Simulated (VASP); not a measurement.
# Ca3TeRu2 (P-4m2) in VASP: a series of runs

Runs on Ca3TeRu2. Level: PBE. Tasks: single point.

All numbers are computed with VASP 6.6.1; they aren't measurements. Logs are shortened: lines on timing, memory, paths and dates and some standing lists are left out, and cuts for length are marked.

### Step 1. The cell of the first run

It takes space group P-4m2 (No. 115, tetragonal). Conventional cell: a = 3.902 Å, b = 3.902 Å, c = 8.597 Å, α = 90.00°, β = 90.00°, γ = 90.00°. Within 3.6 Å of Ca (site symmetry -4m2) lie 4 Te at 2.76 Å and 4 Ru at 2.98 Å. Within 4.0 Å of Ca (site symmetry 2mm) lie 5 Ru at 2.93 to 3.09 Å and 10 Ca at 3.46 to 3.90 Å and 2 Te at 3.79 Å. Within 3.6 Å of Te (site symmetry -4m2) lie 4 Ca at 2.76 Å and 4 Ru at 2.98 Å. Ru (site symmetry 2mm) has 7 Ca at 2.93 to 3.09 Å and 2 Te at 2.98 Å and 4 Ru at 3.90 Å within 4.0 Å.

The cell was generated, and may not be a known phase.

### Step 2. Single point, PBE

The input, INCAR:

```
  ALGO = Fast
  EDIFF = 1E-6
  ENCUT = 520
  GGA = PE
  ISIF = 2
  ISMEAR = 0
  LASPH = True
  LCHARG = True
  LELF = True
  LREAL = False
  LVHAR = True
  LWAVE = False
  NBANDS = 41
  NELM = 100
  PREC = Accurate
  SIGMA = 0.1
```

The input, KPOINTS:

```
k-points
0
Gamma
  4 4 2
```

The input, POSCAR:

```
Ca3TeRu2
1.0
    3.9022678500      0.0000000000      0.0000000000
    0.0000000000      3.9022678500      0.0000000000
    0.0000000000      0.0000000000      8.5967760700
Ca Te Ru
3 1 2
Direct
    0.5000000000      0.5000000000      0.0000000000
    0.0000000000      0.5000000000      0.3786259900
    0.5000000000      0.0000000000      0.6213740100
    0.0000000000      0.0000000000      0.0000000000
    0.0000000000      0.5000000000      0.7376120100
    0.5000000000      0.0000000000      0.2623879900
```

Potentials or basis: VASP PAW PBE potentials, release 64 (Ca_sv, Te, Ru_pv).

Command:

```
cat potpaw_PBE.64/Ca_sv/POTCAR potpaw_PBE.64/Te/POTCAR potpaw_PBE.64/Ru_pv/POTCAR > POTCAR
mpirun -np 1 vasp_std > vasp.out
```

OUTCAR:

```text
EDIFF = 1E-6
   ENCUT = 520
   GGA = PE
   ISIF = 2
   ISMEAR = 0
   LASPH = True
   LREAL = False
   NELM = 100
   PREC = Accurate

 ion  position               nearest neighbor table
   1  0.500  0.500  0.000-   4 2.76   4 2.76   4 2.76   4 2.76   6 2.98   6 2.98   5 2.98   5 2.98

   2  0.000  0.500  0.379-   6 2.93   6 2.93   6 2.93   6 2.93   5 3.09
   3  0.500  0.000  0.621-   5 2.93   5 2.93   5 2.93   5 2.93   6 3.09
   4  0.000  0.000  0.000-   1 2.76   1 2.76   1 2.76   1 2.76   5 2.98   6 2.98   6 2.98   5 2.98

   5  0.000  0.500  0.738-   3 2.93   3 2.93   3 2.93   3 2.93   4 2.98   1 2.98   4 2.98   1 2.98
                             2 3.09
   6  0.500  0.000  0.262-   2 2.93   2 2.93   2 2.93   2 2.93   1 2.98   4 2.98   4 2.98   1 2.98
                             3 3.09

  LATTYP: Found a simple tetragonal cell.
 ALAT       =     3.9022678500
 C/A-ratio  =     2.2030205000

  Lattice vectors:

 A1 = (   3.9022678500,   0.0000000000,   0.0000000000)
 A2 = (   0.0000000000,   3.9022678500,   0.0000000000)
 A3 = (   0.0000000000,   0.0000000000,   8.5967760700)

Analysis of symmetry for initial positions (statically):
=====================================================================
 Subroutine PRICEL returns:
 Original cell was already a primitive cell.

 Routine SETGRP: Setting up the symmetry group for a
 simple tetragonal supercell.

 Subroutine GETGRP returns: Found  8 space group operations
 (whereof  8 operations were pure point group operations)
 out of a pool of 16 trial point group operations.

The static configuration has the point symmetry D_2d.

Analysis of symmetry for dynamics (positions and initial velocities):
=====================================================================
 Subroutine PRICEL returns:
 Original cell was already a primitive cell.

 Routine SETGRP: Setting up the symmetry group for a
 simple tetragonal supercell.

 Subroutine GETGRP returns: Found  8 space group operations
 (whereof  8 operations were pure point group operations)
 out of a pool of 16 trial point group operations.

The dynamic configuration has the point symmetry D_2d.

 Subroutine INISYM returns: Found  8 space group operations
 (whereof  8 operations are pure point group operations),
 and found     1 'primitive' translations

----------------------------------------------------------------------------------------

[... 89 lines left out ...]
   EDIFFG = 0.1E-04   stopping-criterion for IOM
   NSW    =      0    number of steps for IOM
   IBRION =     -1    ionic relax: 0-MD 1-quasi-New 2-CG
   NFREE  =      0    steps in history (QN), initial steepest desc. (CG)
   ISIF   =      2    stress and relaxation
   ISYM   =      2    0-nonsym 1-usesym 2-fastsym
   POTIM  = 0.5000    time-step for ionic-motion
   TEBEG  =    0.0;   TEEND  =   0.0 temperature during run
   PSTRESS=    0.0 pullay stress
   NELECT =      64.0000    total number of electrons
   NUPDOWN=      -1.0000    fix difference up-down
   EMIN   =  10.00;   EMAX   =-10.00  energy-range for DOS
   EFERMI =   0.00;   METHOD = LEGACY
   ISMEAR =     0;   SIGMA  =   0.10  broadening in eV -4-tet -1-fermi 0-gaus
   EFERMI_NEDOS =   21; number of points for ismear=-14 and -15
   IALGO  =     68    algorithm
   IMIX   =      4    mixing-type and parameters
     AMIX     =   0.40;   BMIX     =  1.00
     AMIX_MAG =   1.60;   BMIX_MAG =  1.00
  volume/ion in A,a.u.               =      21.82       147.24
  Fermi-wavevector in a.u.,A,eV,Ry     =   1.289669  2.437121 22.629835  1.663246
  Thomas-Fermi vector in A             =   2.421548
   LORBIT       =      0    0 simple, 1 ext, 2 COOP (PROOUT), +10 PAW based schemes
   GGA     = PE    functional components
   LHFCALC =     F    Hartree Fock is set to
   AEXX    =    0.0000 exact exchange contribution
   IVDW    =     0    specifies the selected vdW correction
   LEPSILON=     F    determine dielectric tensor
   LRPA    =     F    only Hartree local field effects (RPA)
 non-spin polarized calculation
 RMM-DIIS sequential band-by-band and
 Gauss-broadening in eV      SIGMA  =   0.10
  energy-cutoff  :      520.00
  volume of cell :      130.91
 maximum number of plane-waves:      3568
 NGX is ok and might be reduce to    30
   NGX = 15   NGY = 15   NGZ = 31

 number of electron      64.0000000 magnetization

 Free energy of the ion-electron system (eV)
  ---------------------------------------------------
  ext. energy  EPLUGINS =         0.00000000
  ---------------------------------------------------
  free energy    TOTEN  =       -25.68940357 eV

  energy without entropy =      -25.65899021  energy(sigma->0) =      -25.67419689

 E-fermi :   6.2547     XC(G=0): -10.5743

 val. band max:        6.2542041007   @ k =   0.2500   0.2500   0.0000
 cond. band min:       6.2893500293   @ k =   0.5000   0.5000   0.0000
 fundamental gap:      0.0351459285
 Fermi energy:         6.2546837122

 k-point     1 :       0.0000    0.0000    0.0000
  band No.  band energies     occupation
      1     -35.2108      2.00000
      2     -35.2108      2.00000
      3     -35.1000      2.00000
      4     -35.0912      2.00000
      5     -35.0796      2.00000
      6     -35.0796      2.00000
[... 517 lines left out ...]
     40       8.8716      0.00000
     41       8.8805      0.00000

------------------------ aborting loop because EDIFF is reached ----------------------------------------

  FORCE on cell =-STRESS in cart. coord.  units (eV):
  Direction    XX          YY          ZZ          XY          YZ          ZX
  --------------------------------------------------------------------------------------
  -------------------------------------------------------------------------------------
  Total        9.6280254      9.6280254      0.6864056      0.0000000      0.0000000      0.0000000
  in kB      117.8360137    117.8360137      8.4008189      0.0000000      0.0000000      0.0000000
  external PRESSURE =      81.3576155 kB  Pullay stress =       0.0000000 kB

 VOLUME and BASIS-vectors are now :
 -----------------------------------------------------------------------------
  energy-cutoff  :      520.00
  volume of cell :      130.91
      direct lattice vectors                 reciprocal lattice vectors
     3.902267850  0.000000000  0.000000000     0.256261240  0.000000000  0.000000000
     0.000000000  3.902267850  0.000000000     0.000000000  0.256261240  0.000000000
     0.000000000  0.000000000  8.596776070     0.000000000  0.000000000  0.116322676

 POSITION                                       TOTAL-FORCE (eV/Angst)
 -----------------------------------------------------------------------------------
      1.95113      1.95113      0.00000        -0.000000      0.000000      0.000000
      0.00000      1.95113      3.25496         0.000000     -0.000000     -0.206503
      1.95113      0.00000      5.34181         0.000000     -0.000000      0.206503
      0.00000      0.00000      0.00000         0.000000     -0.000000      0.000000
      0.00000      1.95113      6.34109         0.000000     -0.000000      0.795290
      1.95113      0.00000      2.25569         0.000000     -0.000000     -0.795290
 -----------------------------------------------------------------------------------
    total drift:                                0.000000      0.000000      0.000000

  FREE ENERGIE OF THE ION-ELECTRON SYSTEM (eV)
  ---------------------------------------------------
  free  energy   TOTEN  =       -25.6894035745 eV

  energy  without entropy=      -25.6589902070  energy(sigma->0) =      -25.67419689
```

It took 54 s on 1 thread of Intel Xeon 6975P-C (Granite Rapids), shared host; peak memory 0.25 GiB.

What came out:

```
Free energy            : -25.6894 eV
Pressure               : 8.1 GPa
Largest force          : 0.795 eV/Å
Band gap on the k mesh : zero (bands 32 and 33 overlap by 0.30 eV)
```

Forces in eV/Å, atoms in the order of the input:
```
Ca   0.000  0.000  0.000
Ca   0.000  0.000 -0.207
Ca   0.000  0.000  0.207
Te   0.000  0.000  0.000
Ru   0.000  0.000  0.795
Ru   0.000  0.000 -0.795
```

Levels at points of the mesh, in eV from the Fermi level:
| k point | band 30 | band 31 | band 32 | band 33 | band 34 | band 35 |
| --- | --- | --- | --- | --- | --- | --- |
| (0.00, 0.00, 0.00) | -0.83 | -0.74 | -0.10 | 0.49 | 0.49 | 1.32 |
| (0.50, 0.00, 0.00) | -0.53 | -0.43 | -0.22 | -0.20 | 0.55 | 0.61 |
| (0.50, 0.50, 0.00) | 0.03 | 0.07 | 0.07 | 0.28 | 0.28 | 0.87 |
| (0.00, 0.00, 0.50) | -0.82 | -0.79 | -0.60 | 0.52 | 0.52 | 1.00 |
| (0.50, 0.00, 0.50) | -0.77 | -0.12 | -0.11 | 0.14 | 0.97 | 1.03 |
| (0.50, 0.50, 0.50) | -0.21 | 0.09 | 0.09 | 0.31 | 0.31 | 0.97 |

Caveat: the k points lie up to 0.40 Å⁻¹ apart; spin-orbit coupling is left out, which moves the levels of the heavy elements.

### Step 3. Single point, PBE

This run uses another cell than the first one, of 24.27 Å³/atom.

The input, INCAR:

```
ALGO = Fast
EDIFF = 1E-7
ENCUT = 520
GGA = PE
ISIF = 2
ISMEAR = 0
LASPH = T
LCHARG = F
LREAL = F
LWAVE = F
NBANDS = 41
NELM = 60
PREC = Accurate
SIGMA = 0.1
```

The input, KPOINTS:

```
k-points
0
Gamma
  4 4 4
```

The input, POSCAR:

```
Ca3TeRu2
1.0
    4.4804990249      0.0000000000      0.0000000000
    0.0000000000      4.4804990249      0.0000000000
    0.0000000000      0.0000000000      7.2536915545
Ca Te Ru
3 1 2
Direct
    0.5000000000      0.5000000000      0.0000000000
    0.0000000000      0.5000000000      0.3641140350
    0.5000000000      0.0000000000      0.6358859650
    0.0000000000      0.0000000000      0.0000000000
    0.0000000000      0.5000000000      0.7807121291
    0.5000000000      0.0000000000      0.2192878709
```

Potentials or basis: VASP PAW PBE potentials, release 64 (Ca_sv, Te, Ru_pv).

Command:

```
cat potpaw_PBE.64/Ca_sv/POTCAR potpaw_PBE.64/Te/POTCAR potpaw_PBE.64/Ru_pv/POTCAR > POTCAR
mpirun -np 1 vasp_std > vasp.out
```

OUTCAR:

```text
EDIFF = 1E-7
   ENCUT = 520
   GGA = PE
   ISIF = 2
   ISMEAR = 0
   LASPH = T
   LREAL = F
   NELM = 60
   PREC = Accurate

 ion  position               nearest neighbor table
   1  0.500  0.500  0.000-   5 2.75   6 2.75   6 2.75   5 2.75   4 3.17   4 3.17   4 3.17   4 3.17

   2  0.000  0.500  0.364-   5 3.02
   3  0.500  0.000  0.636-   6 3.02
   4  0.000  0.000  0.000-   5 2.75   6 2.75   5 2.75   6 2.75   1 3.17   1 3.17   1 3.17   1 3.17

   5  0.000  0.500  0.781-   1 2.75   4 2.75   4 2.75   1 2.75   2 3.02
   6  0.500  0.000  0.219-   1 2.75   4 2.75   1 2.75   4 2.75   3 3.02

  LATTYP: Found a simple tetragonal cell.
 ALAT       =     4.4804990249
 C/A-ratio  =     1.6189472454

  Lattice vectors:

 A1 = (   4.4804990249,   0.0000000000,   0.0000000000)
 A2 = (   0.0000000000,   4.4804990249,   0.0000000000)
 A3 = (   0.0000000000,   0.0000000000,   7.2536915545)

Analysis of symmetry for initial positions (statically):
=====================================================================
 Subroutine PRICEL returns:
 Original cell was already a primitive cell.

 Routine SETGRP: Setting up the symmetry group for a
 simple tetragonal supercell.

 Subroutine GETGRP returns: Found  8 space group operations
 (whereof  8 operations were pure point group operations)
 out of a pool of 16 trial point group operations.

The static configuration has the point symmetry D_2d.

Analysis of symmetry for dynamics (positions and initial velocities):
=====================================================================
 Subroutine PRICEL returns:
 Original cell was already a primitive cell.

 Routine SETGRP: Setting up the symmetry group for a
 simple tetragonal supercell.

 Subroutine GETGRP returns: Found  8 space group operations
 (whereof  8 operations were pure point group operations)
 out of a pool of 16 trial point group operations.

The dynamic configuration has the point symmetry D_2d.

[... 121 lines left out ...]
  Fermi-wavevector in a.u.,A,eV,Ry     =   1.244699  2.352139 21.079161  1.549275
  Thomas-Fermi vector in A             =   2.378954
   LORBIT       =      0    0 simple, 1 ext, 2 COOP (PROOUT), +10 PAW based schemes
   GGA     = PE    functional components
   LHFCALC =     F    Hartree Fock is set to
   AEXX    =    0.0000 exact exchange contribution
   IVDW    =     0    specifies the selected vdW correction
   LEPSILON=     F    determine dielectric tensor
   LRPA    =     F    only Hartree local field effects (RPA)
 non-spin polarized calculation
 RMM-DIIS sequential band-by-band and
 Gauss-broadening in eV      SIGMA  =   0.10
  energy-cutoff  :      520.00
  volume of cell :      145.62
 maximum number of plane-waves:      3944
 NGX is ok and might be reduce to    36
   NGX = 17   NGY = 17   NGZ = 27

 number of electron      63.9999986 magnetization

 Free energy of the ion-electron system (eV)
  ---------------------------------------------------
  ext. energy  EPLUGINS =         0.00000000
  ---------------------------------------------------
  free energy    TOTEN  =       -27.32997721 eV

  energy without entropy =      -27.29778898  energy(sigma->0) =      -27.31388309

 E-fermi :   5.6421     XC(G=0): -10.0315

 val. band max:        5.6416858323   @ k =   0.2500   0.0000   0.2500
 cond. band min:       5.6662039118   @ k =   0.2500   0.2500   0.0000
 fundamental gap:      0.0245180795
 Fermi energy:         5.6420943359

 k-point     1 :       0.0000    0.0000    0.0000
  band No.  band energies     occupation
      1     -35.8562      2.00000
      2     -35.8562      2.00000
      3     -35.7700      2.00000
      4     -35.7525      2.00000
      5     -35.5715      2.00000
      6     -35.5715      2.00000
[... 781 lines left out ...]
     40       8.8852      0.00000
     41      10.0069      0.00000

------------------------ aborting loop because EDIFF is reached ----------------------------------------

  FORCE on cell =-STRESS in cart. coord.  units (eV):
  Direction    XX          YY          ZZ          XY          YZ          ZX
  --------------------------------------------------------------------------------------
  -------------------------------------------------------------------------------------
  Total       -0.1046721     -0.1046721     -0.0441336      0.0000000      0.0000000      0.0000000
  in kB       -1.1516738     -1.1516738     -0.4855881      0.0000000      0.0000000      0.0000000
  external PRESSURE =      -0.9296452 kB  Pullay stress =       0.0000000 kB

 VOLUME and BASIS-vectors are now :
 -----------------------------------------------------------------------------
  energy-cutoff  :      520.00
  volume of cell :      145.62
      direct lattice vectors                 reciprocal lattice vectors
     4.480499025  0.000000000  0.000000000     0.223189425  0.000000000  0.000000000
     0.000000000  4.480499025  0.000000000     0.000000000  0.223189425  0.000000000
     0.000000000  0.000000000  7.253691554     0.000000000  0.000000000  0.137860839

 POSITION                                       TOTAL-FORCE (eV/Angst)
 -----------------------------------------------------------------------------------
      2.24025      2.24025      0.00000        -0.000000     -0.000000      0.000000
      0.00000      2.24025      2.64117        -0.000000     -0.000000      0.025507
      2.24025      0.00000      4.61252        -0.000000      0.000000     -0.025507
      0.00000      0.00000      0.00000         0.000000     -0.000000      0.000000
      0.00000      2.24025      5.66304        -0.000000     -0.000000      0.015236
      2.24025      0.00000      1.59065        -0.000000      0.000000     -0.015236
 -----------------------------------------------------------------------------------
    total drift:                                0.000000      0.000000      0.000000

  FREE ENERGIE OF THE ION-ELECTRON SYSTEM (eV)
  ---------------------------------------------------
  free  energy   TOTEN  =       -27.3299772089 eV

  energy  without entropy=      -27.2977889752  energy(sigma->0) =      -27.31388309
```

stdout:

```text
[... 19 lines left out ...]
```

Run time: 1.7 min. Hardware: 1 thread of Intel Xeon 6975P-C (Granite Rapids), shared host; peak memory 0.32 GiB.

Results:

- Free energy: -27.3300 eV
- Pressure: -0.1 GPa
- Largest force: 0.026 eV/Å
- Band gap on the k mesh: zero (bands 32 and 33 overlap by 0.59 eV)

Forces on the atoms (eV/Å):
```
Ca   0.000  0.000  0.000
Ca   0.000  0.000  0.026
Ca   0.000  0.000 -0.026
Te   0.000  0.000  0.000
Ru   0.000  0.000  0.015
Ru   0.000  0.000 -0.015
```

Levels at points of the mesh, in eV from the Fermi level:
```
           k point  band 28  band 29  band 30  band 31  band 32  band 33  band 34  band 35  band 36  band 37
(0.00, 0.00, 0.00)    -1.23    -0.85    -0.79    -0.79     0.44     0.44     1.78     1.88     1.88     2.08
(0.50, 0.00, 0.00)    -0.95    -0.94    -0.88    -0.56     0.25     0.37     0.48     0.57     1.98     2.38
(0.50, 0.50, 0.00)    -0.90    -0.90    -0.89    -0.59    -0.59    -0.15     0.35     0.35     1.61     2.14
(0.00, 0.00, 0.50)    -0.95    -0.92    -0.92    -0.22     0.28     0.36     0.36     1.51     2.22     2.25
(0.50, 0.00, 0.50)    -1.04    -1.03    -0.88    -0.65    -0.58     0.44     0.91     1.27     2.06     2.13
(0.50, 0.50, 0.50)    -0.89    -0.89    -0.78    -0.53    -0.53     0.11     0.37     0.37     1.31     2.02
```

Caveat: spin-orbit coupling is left out, which moves the levels of the heavy elements.

The gap in the log of VASP goes by the Fermi energy; the results here count the filled bands.